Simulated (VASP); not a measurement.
Input of a VASP 6.6.1 run:

INCAR

```
ALGO = Normal ; EDIFF = 1E-6
EDIFFG = -0.04 ; ENCUT = 600
GGA = PE ; IBRION = 2
ISIF = 3 ; ISMEAR = 0
LASPH = True ; LCHARG = False
LREAL = False ; LWAVE = False
NELM = 100 ; NSW = 90
PREC = Accurate ; SIGMA = 0.1
```

Contents of KPOINTS:

```
k-points
0
Gamma
  8 8 8
```

File POSCAR:

```
CrN2
1.0
   -1.3781039736      1.3781039736      3.3806613103
    1.3781039736     -1.3781039736      3.3806613103
    1.3781039736      1.3781039736     -3.3806613103
Cr N
1 2
Direct
    0.0000000000      0.0000000000      0.0000000000
    0.6650000000      0.6650000000      0.0000000000
    0.3350000000      0.3350000000      0.0000000000
```

Potentials or basis: VASP PAW PBE potentials, release 64 (Cr_pv, N).

The run is started by

```bash
$ cat potpaw_PBE.64/Cr_pv/POTCAR potpaw_PBE.64/N/POTCAR > POTCAR
$ mpirun -np 1 vasp_std > vasp.out
```

(1) What does it give for the space group after relaxing (to 0.05 Å)?

(2) Predict the relaxed volume.

Answers

(1) I4/mmm (No. 139).

(2) 10.27 Å³/atom.

Caveat: the k points lie up to 0.41 Å⁻¹ apart in the final cell; the volume moved by over 15 % at a fixed basis, so the end points are rough; the run has no spin polarisation, though such a crystal can be magnetic.
